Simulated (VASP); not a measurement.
Here is a VASP 6.6.1 calculation.

INCAR

```
SYSTEM = Ir
  PREC = Accurate
  ENCUT = 520
  EDIFF = 1E-7
  ISMEAR = -1
  SIGMA = 0.06
  LREAL = .False.
  LASPH = .True.
  NELM = 80
  ALGO = Fast
  ISIF = 2
  LWAVE = .False.
  LCHARG = .False.
  GGA = PE
  NBANDS = 10
```

File KPOINTS:

```
Automatic mesh
0
Gamma
  7 7 7
  0 0 0
```

POSCAR

```
Ir
1.0
    0.0000000000      1.9156000000      1.9156000000
    1.9156000000      0.0000000000      1.9156000000
    1.9156000000      1.9156000000      0.0000000000
Ir
1
Direct
    0.0000000000      0.0000000000      0.0000000000
```

Potentials or basis: VASP PAW PBE potentials, release 64 (Ir).

Command:

```bash
$ cat potpaw_PBE.64/Ir/POTCAR > POTCAR
$ mpirun -np 1 vasp_std > vasp.out
```

Q: What does it give for the pressure?

A: 11.0 GPa.

Caveat: the k points lie up to 0.41 Å⁻¹ apart.
